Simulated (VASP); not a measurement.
# GeBi3 (Fm-3m) in VASP: single point with PBE

Aim: the single point of GeBi3 with PBE.

Program: VASP 6.6.1. These are calculated values, not measurements. Logs are shortened: lines on timing, memory, paths and dates and some standing lists are left out, and cuts for length are marked.

### Step 1. The cell of the first run

Symmetry: Fm-3m, No. 225, cubic system. The conventional cell has a = 7.734 Å, b = 7.734 Å, c = 7.734 Å, α = 90.00°, β = 90.00°, γ = 90.00°. Within 4.4 Å of Bi (site symmetry m-3m) lie 8 Bi at 3.35 Å and 6 Ge at 3.87 Å. Bi (site symmetry -43m) has 10 Bi at 3.35 to 3.87 Å and 4 Ge at 3.35 Å within 4.4 Å. Within 4.4 Å of Ge (site symmetry m-3m) lie 14 Bi at 3.35 to 3.87 Å.

### Step 2. Single point, PBE

INCAR reads:

```
  PREC = Accurate
  ENCUT = 520
  EDIFF = 1E-7
  ISMEAR = -1
  SIGMA = 0.05
  LREAL = False
  LASPH = True
  NELM = 60
  ALGO = Normal
  ISIF = 2
  LWAVE = False
  LCHARG = True
  GGA = PE
  LELF = True
  LVHAR = True
  NBANDS = 38
```

KPOINTS reads:

```
regular mesh
0
Gamma
  6 6 6
```

POSCAR reads:

```
GeBi3
1.0
    0.0000000000      3.8668210000      3.8668210000
    3.8668210000      0.0000000000      3.8668210000
    3.8668210000      3.8668210000      0.0000000000
Bi Ge
3 1
Direct
    0.5000000000      0.5000000000      0.5000000000
    0.7500000000      0.7500000000      0.7500000000
    0.2500000000      0.2500000000      0.2500000000
    0.0000000000      0.0000000000      0.0000000000
```

Potentials or basis: VASP PAW PBE potentials, release 64 (Bi_d, Ge_d).

On the command line:

```console
$ cat potpaw_PBE.64/Bi_d/POTCAR potpaw_PBE.64/Ge_d/POTCAR > POTCAR
$ mpirun -np 1 vasp_std > vasp.out
```

OUTCAR:

```text
PREC = Accurate
   ENCUT = 520
   EDIFF = 1E-7
   ISMEAR = -1
   LREAL = False
   LASPH = True
   NELM = 60
   ISIF = 2
   GGA = PE

 ion  position               nearest neighbor table
   1  0.500  0.500  0.500-   3 3.35   3 3.35   3 3.35   2 3.35   3 3.35   2 3.35   2 3.35   2 3.35

   2  0.750  0.750  0.750-   1 3.35   1 3.35   1 3.35   1 3.35   4 3.35   4 3.35   4 3.35   4 3.35
                             3 3.87   3 3.87   3 3.87   3 3.87   3 3.87   3 3.87
   3  0.250  0.250  0.250-   4 3.35   4 3.35   4 3.35   1 3.35   4 3.35   1 3.35   1 3.35   1 3.35
                             2 3.87   2 3.87   2 3.87   2 3.87   2 3.87   2 3.87
   4  0.000  0.000  0.000-   2 3.35   2 3.35   2 3.35   2 3.35   3 3.35   3 3.35   3 3.35   3 3.35

  LATTYP: Found a face centered cubic cell.
 ALAT       =     7.7336420000

  Lattice vectors:

 A1 = (   0.0000000000,   3.8668210000,   3.8668210000)
 A2 = (   3.8668210000,   0.0000000000,   3.8668210000)
 A3 = (   3.8668210000,   3.8668210000,   0.0000000000)

Analysis of symmetry for initial positions (statically):
=====================================================================
 Subroutine PRICEL returns:
 Original cell was already a primitive cell.

 Routine SETGRP: Setting up the symmetry group for a
 face centered cubic supercell.

 Subroutine GETGRP returns: Found 48 space group operations
 (whereof 48 operations were pure point group operations)
 out of a pool of 48 trial point group operations.

The static configuration has the point symmetry O_h .

Analysis of symmetry for dynamics (positions and initial velocities):
=====================================================================
 Subroutine PRICEL returns:
 Original cell was already a primitive cell.

 Routine SETGRP: Setting up the symmetry group for a
 face centered cubic supercell.

 Subroutine GETGRP returns: Found 48 space group operations
 (whereof 48 operations were pure point group operations)
 out of a pool of 48 trial point group operations.

The dynamic configuration has the point symmetry O_h .

 Subroutine INISYM returns: Found 48 space group operations
 (whereof 48 operations are pure point group operations),
 and found     1 'primitive' translations

----------------------------------------------------------------------------------------

                                     Primitive cell

  volume of cell :     115.6358

  direct lattice vectors                    reciprocal lattice vectors
     0.000000000  3.866821000  3.866821000    -0.129305184  0.129305184  0.129305184
     3.866821000  0.000000000  3.866821000     0.129305184 -0.129305184  0.129305184
     3.866821000  3.866821000  0.000000000     0.129305184  0.129305184 -0.129305184

  length of vectors
     5.468510701  5.468510701  5.468510701     0.223963148  0.223963148  0.223963148

  position of ions in fractional coordinates (direct lattice)
     0.500000000  0.500000000  0.500000000
     0.750000000  0.750000000  0.750000000
     0.250000000  0.250000000  0.250000000
     0.000000000  0.000000000  0.000000000

  ion indices of the primitive-cell ions
   primitive index   ion index
                 1           1
                 2           2
                 3           3
                 4           4

----------------------------------------------------------------------------------------

 KPOINTS: regular mesh

Automatic generation of k-mesh.
 Grid dimensions read from file:
 generate k-points for:    6    6    6

 Generating k-lattice:

  Cartesian coordinates                     Fractional coordinates (reciprocal lattice)
    -0.021550864  0.021550864  0.021550864     0.166666667  0.000000000  0.000000000
     0.021550864 -0.021550864  0.021550864     0.000000000  0.166666667  0.000000000
     0.021550864  0.021550864 -0.021550864     0.000000000  0.000000000  0.166666667

  Length of vectors
     0.037327191  0.037327191  0.037327191

  Shift w.r.t. Gamma in fractional coordinates (k-lattice)
     0.000000000  0.000000000  0.000000000

 Subroutine IBZKPT returns following result:
 ===========================================

 Found     16 irreducible k-points:

 Following reciprocal coordinates:
            Coordinates               Weight
  0.000000  0.000000  0.000000      1.000000
  0.166667  0.000000  0.000000      8.000000
  0.333333  0.000000  0.000000      8.000000
  0.500000  0.000000  0.000000      4.000000
  0.166667  0.166667  0.000000      6.000000
  0.333333  0.166667  0.000000     24.000000
[... 8 lines left out ...]
 -0.333333  0.333333  0.166667     24.000000
 -0.333333  0.500000  0.166667     12.000000
   k-points           NKPTS =     16   k-points in BZ     NKDIM =     16   number of bands    NBANDS=     38
   number of dos      NEDOS =    301   number of ions     NIONS =      4
   total plane-waves  NPLWV =  74088
   dimension x,y,z NGX =    42 NGY =   42 NGZ =   42
   dimension x,y,z NGXF=    84 NGYF=   84 NGZF=   84
   ions per type =               3   1
   NGX,Y,Z   is equivalent  to a cutoff of  12.77, 12.77, 12.77 a.u.
   NGXF,Y,Z  is equivalent  to a cutoff of  25.54, 25.54, 25.54 a.u.
 SYSTEM =  unknown system
   PREC   = accura    normal or accurate (medium, high low for compatibility)
   ISTART =      0    job   : 0-new  1-cont  2-samecut
   ICHARG =      2    charge: 1-file 2-atom 10-const
   ISPIN  =      1    spin polarized calculation?
   LNONCOLLINEAR =      F non collinear calculations
   LSORBIT =      F    spin-orbit coupling
   LASPH  =      T    aspherical Exc in radial PAW
   ENCUT  =  520.0 eV  38.22 Ry    6.18 a.u.  10.17 10.17 10.17*2*pi/ulx,y,z
   NELM   =     60;   NELMIN=  2; NELMDL= -5     # of ELM steps
   EDIFF  = 0.1E-06   stopping-criterion for ELM
   LREAL  =      F    real-space projection
   EDIFFG = 0.1E-05   stopping-criterion for IOM
   NSW    =      0    number of steps for IOM
   IBRION =     -1    ionic relax: 0-MD 1-quasi-New 2-CG
   NFREE  =      0    steps in history (QN), initial steepest desc. (CG)
   ISIF   =      2    stress and relaxation
   ISYM   =      2    0-nonsym 1-usesym 2-fastsym
   POTIM  = 0.5000    time-step for ionic-motion
   TEBEG  =    0.0;   TEEND  =   0.0 temperature during run
   PSTRESS=    0.0 pullay stress
   NELECT =      59.0000    total number of electrons
   NUPDOWN=      -1.0000    fix difference up-down
   EMIN   =  10.00;   EMAX   =-10.00  energy-range for DOS
   EFERMI =   0.00;   METHOD = LEGACY
   ISMEAR =    -1;   SIGMA  =   0.05  broadening in eV -4-tet -1-fermi 0-gaus
   EFERMI_NEDOS =   21; number of points for ismear=-14 and -15
   IALGO  =     38    algorithm
   IMIX   =      4    mixing-type and parameters
     AMIX     =   0.40;   BMIX     =  1.00
     AMIX_MAG =   1.60;   BMIX_MAG =  1.00
  volume/ion in A,a.u.               =      28.91       195.09
  Fermi-wavevector in a.u.,A,eV,Ry     =   1.308162  2.472067 23.283474  1.711287
  Thomas-Fermi vector in A             =   2.438847
   LORBIT       =      0    0 simple, 1 ext, 2 COOP (PROOUT), +10 PAW based schemes
   GGA     = PE    functional components
   LHFCALC =     F    Hartree Fock is set to
   AEXX    =    0.0000 exact exchange contribution
   IVDW    =     0    specifies the selected vdW correction
   LEPSILON=     F    determine dielectric tensor
   LRPA    =     F    only Hartree local field effects (RPA)
 non-spin polarized calculation
  energy-cutoff  :      520.00
  volume of cell :      115.64
 maximum number of plane-waves:      3142
 NGX is ok and might be reduce to    42
   NGX = 21   NGY = 21   NGZ = 21

 number of electron      58.9999997 magnetization

 Free energy of the ion-electron system (eV)
  ---------------------------------------------------
  ext. energy  EPLUGINS =         0.00000000
  ---------------------------------------------------
  free energy    TOTEN  =       -15.05695408 eV

  energy without entropy =      -15.01080388  energy(sigma->0) =      -15.03387898

 E-fermi :   7.3597     XC(G=0): -10.3277

 val. band max:        7.3475380856   @ k =   0.1667   0.1667   0.0000
 cond. band min:       7.3911385782   @ k =   0.5000   0.3333   0.0000
 fundamental gap:      0.0436004926
 Fermi energy:         7.3597404607

 k-point     1 :       0.0000    0.0000    0.0000
  band No.  band energies     occupation
      1     -17.4228      2.00000
      2     -17.4228      2.00000
      3     -17.4228      2.00000
      4     -17.4201      2.00000
      5     -17.4201      2.00000
      6     -15.6422      2.00000
[... 30 lines left out ...]
     37      13.0302      0.00000
     38      13.0302      0.00000

 k-point     2 :       0.1667    0.0000    0.0000
  band No.  band energies     occupation
      1     -17.4228      2.00000
      2     -17.4228      2.00000
      3     -17.4228      2.00000
      4     -17.4200      2.00000
      5     -17.4200      2.00000
      6     -15.6469      2.00000
[... 30 lines left out ...]
     37      12.6493      0.00000
     38      12.6493      0.00000

 k-point     3 :       0.3333    0.0000    0.0000
  band No.  band energies     occupation
      1     -17.4229      2.00000
      2     -17.4229      2.00000
      3     -17.4228      2.00000
      4     -17.4199      2.00000
      5     -17.4199      2.00000
      6     -15.6561      2.00000
[... 30 lines left out ...]
     37      13.6352      0.00000
     38      13.6352      0.00000

 k-point     4 :       0.5000    0.0000    0.0000
  band No.  band energies     occupation
      1     -17.4229      2.00000
      2     -17.4229      2.00000
      3     -17.4228      2.00000
      4     -17.4199      2.00000
      5     -17.4199      2.00000
      6     -15.6604      2.00000
[... 30 lines left out ...]
     37      15.8250      0.00000
     38      15.8465      0.00000
[... 375 lines left out ...]
      4     -17.4199      2.00000
      5     -17.4198      2.00000
      6     -15.6613      2.00000
[... 30 lines left out ...]
     37      13.3880      0.00000
     38      15.3578      0.00000

 k-point    15 :      -0.3333    0.3333    0.1667
  band No.  band energies     occupation
      1     -17.4229      2.00000
      2     -17.4229      2.00000
      3     -17.4228      2.00000
      4     -17.4199      2.00000
      5     -17.4198      2.00000
      6     -15.6637      2.00000
[... 30 lines left out ...]
     37      14.9225      0.00000
     38      15.1185      0.00000

 k-point    16 :      -0.3333    0.5000    0.1667
  band No.  band energies     occupation
      1     -17.4229      2.00000
      2     -17.4229      2.00000
      3     -17.4228      2.00000
      4     -17.4199      2.00000
      5     -17.4198      2.00000
      6     -15.6657      2.00000
[... 30 lines left out ...]
     37      14.3221      0.00000
     38      14.7158      0.00000

------------------------ aborting loop because EDIFF is reached ----------------------------------------

  FORCE on cell =-STRESS in cart. coord.  units (eV):
  Direction    XX          YY          ZZ          XY          YZ          ZX
  --------------------------------------------------------------------------------------
  -------------------------------------------------------------------------------------
  Total        0.7255262      0.7255262      0.7255262     -0.0000000      0.0000000     -0.0000000
  in kB       10.0524392     10.0524392     10.0524392     -0.0000000      0.0000000     -0.0000000
  external PRESSURE =      10.0524392 kB  Pullay stress =       0.0000000 kB

 VOLUME and BASIS-vectors are now :
 -----------------------------------------------------------------------------
  energy-cutoff  :      520.00
  volume of cell :      115.64
      direct lattice vectors                 reciprocal lattice vectors
     0.000000000  3.866821000  3.866821000    -0.129305184  0.129305184  0.129305184
     3.866821000  0.000000000  3.866821000     0.129305184 -0.129305184  0.129305184
     3.866821000  3.866821000  0.000000000     0.129305184  0.129305184 -0.129305184

 POSITION                                       TOTAL-FORCE (eV/Angst)
 -----------------------------------------------------------------------------------
      3.86682      3.86682      3.86682        -0.000000      0.000000     -0.000000
      5.80023      5.80023      5.80023        -0.000000     -0.000000     -0.000000
      1.93341      1.93341      1.93341         0.000000      0.000000      0.000000
      0.00000      0.00000      0.00000        -0.000000      0.000000     -0.000000
 -----------------------------------------------------------------------------------
    total drift:                               -0.000000     -0.000000      0.000000

  FREE ENERGIE OF THE ION-ELECTRON SYSTEM (eV)
  ---------------------------------------------------
  free  energy   TOTEN  =       -15.0569540765 eV

  energy  without entropy=      -15.0108038808  energy(sigma->0) =      -15.03387898
```

Wall time 1.9 min (1 thread of AMD EPYC 7R43 (Zen 3), shared host); peak memory 0.23 GiB.

What came out:

```
Free energy            : -15.0570 eV
Pressure               : 1.0 GPa
Band gap on the k mesh : zero (an odd number of electrons rules out a gap without spin polarisation)
```

Caveat: spin-orbit coupling is left out, which moves the levels of the heavy elements.

The gap in the log of VASP goes by the Fermi energy; the results here count the filled bands.